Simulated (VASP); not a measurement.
Here is a VASP 6.6.1 calculation.

INCAR

```
  PREC = Accurate
  ENCUT = 520
  EDIFF = 1E-6
  ISMEAR = -1
  SIGMA = 0.1
  LREAL = F
  LASPH = T
  NELM = 60
  ALGO = Normal
  ISIF = 2
  LWAVE = F
  LCHARG = T
  GGA = PE
  LELF = T
  LVHAR = T
  NBANDS = 26
```

File KPOINTS:

```
Automatic mesh
0
Gamma
  7 7 2
```

File POSCAR:

```
Rb
1.0
    4.4296732050      0.0000000000      0.0000000000
   -2.2148366025      3.8362095260      0.0000000000
    0.0000000000      0.0000000000     14.6578162947
Rb
4
Direct
    0.0000000000      0.0000000000      0.0000000000
    0.0000000000      0.0000000000      0.5000000000
    0.3333333333      0.6666666667      0.2500000000
    0.6666666667      0.3333333333      0.7500000000
```

Potentials or basis: VASP PAW PBE potentials, release 64 (Rb_sv).

The run is started by

```bash
$ cat potpaw_PBE.64/Rb_sv/POTCAR > POTCAR
$ mpirun -np 1 vasp_std > vasp.out
```

Problem. Estimate the band gap on the k mesh.

Solution. Zero (bands 18 and 19 overlap by 2.28 eV).

Problem. Estimate the pressure.

Solution. 2.1 GPa.
